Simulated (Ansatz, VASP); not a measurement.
One calculation of CaO, two programs

```
Ca O
1.0
     0.00000    2.39745    2.39745
     2.39745    0.00000    2.39745
     2.39745    2.39745    0.00000
Ca O
1 1
Direct
  0.00000 0.00000 0.00000
  0.50000 0.50000 0.50000
```

Alike in both runs: functional r2SCAN; k mesh 8 × 8 × 8; occupations gaussian, width 0.02 eV; no spin polarisation.

Ansatz relaxed the structure, and its values are those at the end. VASP's run is a single point on that final structure, the one shown.

```csv
,VASP,Ansatz
version,VASP 6.6.1,Ansatz 0.2.0
potentials or method,"VASP PAW PBE potentials, release 64 (Ca_sv, O_h), cutoff 910 eV","scalar-relativistic, plane waves, PAW"
valence electrons in the cell,16,16
```

Ansatz gave:

| Item | Value |
| --- | --- |
| gap on the k mesh at the Fermi level (eV) | 4.20 |
| least direct gap on the mesh (eV) | 4.57 |

Question: Which values does VASP return?

Answer: gap on the k mesh at the Fermi level (eV): 4.19; least direct gap on the mesh (eV): 4.56.

VASP's potentials were made for PBE, not for r2SCAN.

Noted on VASP's run: the cutoff is short for stress, so the pressure is rough.
